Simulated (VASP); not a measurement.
A run of VASP 6.6.1:

The input INCAR:

```
PREC = Accurate ; ENCUT = 520
EDIFF = 1E-6 ; ISMEAR = -1
SIGMA = 0.15 ; LREAL = False
LASPH = True ; NELM = 60
ALGO = Normal ; ISIF = 2
LWAVE = False ; LCHARG = False
NBANDS = 18
```

The input KPOINTS:

```
Automatic mesh
0
Gamma
  10 10 10
```

POSCAR

```
SrTl
1.0
    3.9553384980      0.0000000000      0.0000000000
    0.0000000000      3.9553384980      0.0000000000
    0.0000000000      0.0000000000      3.9553384980
Sr Tl
1 1
Direct
    0.0000000000      0.0000000000      0.0000000000
    0.5000000000      0.5000000000      0.5000000000
```

Potentials or basis: VASP PAW LDA potentials, release 64 (Sr_sv, Tl_d).

Launch:

```bash
$ cat potpaw_LDA.64/Sr_sv/POTCAR potpaw_LDA.64/Tl_d/POTCAR > POTCAR
$ mpirun -np 1 vasp_std > vasp.out
```

Hardware: 1 thread of Intel Xeon 8259CL, on a shared host.

Question: Estimate the wall time of this run.

Answer: It took 68 s on 1 thread of Intel Xeon 8259CL, on a shared host, peak memory 0.2 GiB. Counts: scf iterations 11, k points 56.
